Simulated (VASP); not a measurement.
Here is a VASP 6.6.1 calculation.

File INCAR:

```
SYSTEM = CaO
ALGO     = Normal         ! electronic algorithm
EDIFF    = 1E-7           ! SCF threshold, eV
ENCUT    = 520            ! plane-wave cutoff, eV
GGA      = PE             ! functional
ISIF     = 2              ! what is computed and relaxed
ISMEAR   = 0              ! smearing method
LASPH    = .TRUE.         ! aspherical terms in the spheres
LCHARG   = .FALSE.        ! write CHGCAR
LREAL    = .FALSE.        ! projectors in reciprocal space
LWAVE    = .FALSE.        ! write WAVECAR
NBANDS   = 15             ! bands
NELM     = 60             ! most SCF steps
PREC     = Accurate       ! precision mode
SIGMA    = 0.01           ! smearing width, eV
```

KPOINTS

```
k-points
0
G
  4 4 4
  0 0 0
```

Contents of POSCAR:

```
CaO
1.0
    0.0000000000      2.5167718202      2.5167718202
    2.5167718202      0.0000000000      2.5167718202
    2.5167718202      2.5167718202      0.0000000000
Ca O
1 1
Direct
    0.0000000000      0.0000000000      0.0000000000
    0.2500000000      0.2500000000      0.2500000000
```

Potentials or basis: VASP PAW PBE potentials, release 64 (Ca_sv, O).

Run with:

```bash
$ cat potpaw_PBE.64/Ca_sv/POTCAR potpaw_PBE.64/O/POTCAR > POTCAR
$ mpirun -np 1 vasp_std > vasp.out
```

(1) What does it give for the band gap on the k mesh?

(2) What does it give for the pressure?

Answers

(1) 3.69 eV, indirect (least direct gap 4.54 eV).

(2) 12.7 GPa.

Caveat: the k points lie up to 0.54 Å⁻¹ apart.
